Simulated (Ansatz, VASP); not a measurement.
Two plane-wave programs on Si4O

```xyz
5
Lattice="3.8333 0.0000 0.0000 0.0000 3.8333 0.0000 0.0000 0.0000 21.1035" Properties=species:S:1:pos:R:3 pbc="T T T"
Si    0.0000    1.9167    4.0000
Si    0.0000    0.0000    5.3553
Si    1.9167    0.0000    6.7680
Si    1.9167    1.9167    8.1035
O     3.3542    3.3542   10.3035
```

Alike in both runs: task single point; functional PBE; dispersion D3(BJ); k mesh 7 × 7 × 1; occupations gaussian, width 0.05 eV; collinear spin.

|  | VASP | Ansatz |
| --- | --- | --- |
| version | VASP 6.6.1 | Ansatz 0.2.0 |
| potentials or method | VASP PAW PBE potentials, release 64 (Si, O), cutoff 520 eV | scalar-relativistic, plane waves, PAW |
| valence electrons in the cell | 22 | 22 |

|  | VASP | Ansatz | Ansatz less VASP |
| --- | --- | --- | --- |
| gap on the k mesh at the Fermi level (eV) | none | none | - |
| rms of the force components (eV/Å) | 0.367 | 0.370 | +0.0031 |
| net moment per atom (μB) | 0.34 | 0.34 | -0.001 |
| size of the moment on the site where the two differ most (μB) | 1.33 | 1.64 | +0.310 |

Site moments also hang on the region over which each program counts them. Atom by atom the forces differ by 0.004 eV/Å (rms over components). A gap of «none» marks a metal or a gap that the smearing closes.
